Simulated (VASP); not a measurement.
A run of VASP 6.6.1:

The input INCAR:

```
SYSTEM = H23C2NO10
PREC = Accurate
ENCUT = 520
EDIFF = 1E-6
ISMEAR = -1
SIGMA = 0.05
LREAL = Auto
LASPH = .TRUE.
NELM = 80
ALGO = Normal
ISIF = 2
LWAVE = .FALSE.
LCHARG = .FALSE.
GGA = PE
IVDW = 12
NBANDS = 72
```

File KPOINTS:

```
regular mesh
0
G
  1 1 1
  0 0 0
```

File POSCAR:

```
H23C2NO10
1.0
    7.2873620000      0.0000000000      0.0000000000
    0.0000000000      7.2873620000      0.0000000000
    0.0000000000      0.0000000000      7.2873620000
O H C N
10 23 2 1
Direct
    0.6453226833     -0.0823754879      0.5618082373
    0.8164545689      0.4196580326      0.3952459065
    0.3395879057      0.5294234045      0.6892205986
    0.2653772380      0.2766295952      0.2548247226
    0.0031012594      0.9858025442      0.4505471253
    0.3133232574      0.7188335093      0.3484114004
    0.5678735323      0.4576964888      0.0883310037
    0.3559449908      0.1635159609      0.8454225274
    0.5860419724      1.0031201963      0.1488192847
    0.7527689718      0.5924503270      0.7496814348
    0.7287822397     -0.0252217469      0.4793229704
    0.6624207772     -0.2080725508      0.5289568434
    0.9055265815      0.3248912295      0.3835956002
    0.8203105596      0.5213409187      0.4840571938
    0.3398897983      0.4238433606      0.6053905378
    0.2326356232      0.5266926495      0.7784435575
    0.3319857035      0.2482105322      0.1337383816
    0.3000811542      0.1817530130      0.3400132997
    0.0751712348      1.0504075412      0.3500855316
    0.0817854252      0.8777799154      0.4416550186
    0.3111688427      0.6803010472      0.2247178060
    0.4138397406      0.8128044140      0.3338656705
    0.5189120562      0.4789387435      0.1967790265
    0.6981401500      0.4161999912      0.1182320845
    0.4267525066      0.2732538880      0.8443384588
    0.4251881545      0.0997068624      0.7215368195
    0.4648458523      0.9597848988      0.0755280169
    0.6188796440      1.1219286211      0.0825950461
    0.6989086037      0.4496414478      0.6799717099
    0.8729084681      0.5451218150      0.7162399782
    0.8045023700      0.0194034549      0.7951299798
    0.9492049386      0.1358516292      0.9618158121
    1.0383730080      0.1157346101      0.7538667628
    0.9531981532      0.0356507609      0.8444894051
    1.0334741159     -0.0996794176      0.9373487965
    1.1317950172     -0.2221105525      0.9435375929
```

Potentials or basis: VASP PAW PBE potentials, release 64 (O, H, C, N).

Command:

```console
$ cat potpaw_PBE.64/O/POTCAR potpaw_PBE.64/H/POTCAR potpaw_PBE.64/C/POTCAR potpaw_PBE.64/N/POTCAR > POTCAR
$ mpirun -np 1 vasp_gam > vasp.out
```

Hardware: 1 thread of Intel(R) Xeon(R) 6975P-C (Granite Rapids) (shared host).

Task: Estimate the wall time of this run.

Result: Run time: 30 s on 1 thread of Intel(R) Xeon(R) 6975P-C (Granite Rapids), on a shared host, peak memory 0.36 GiB. Counts: scf iterations 16, k points 1.
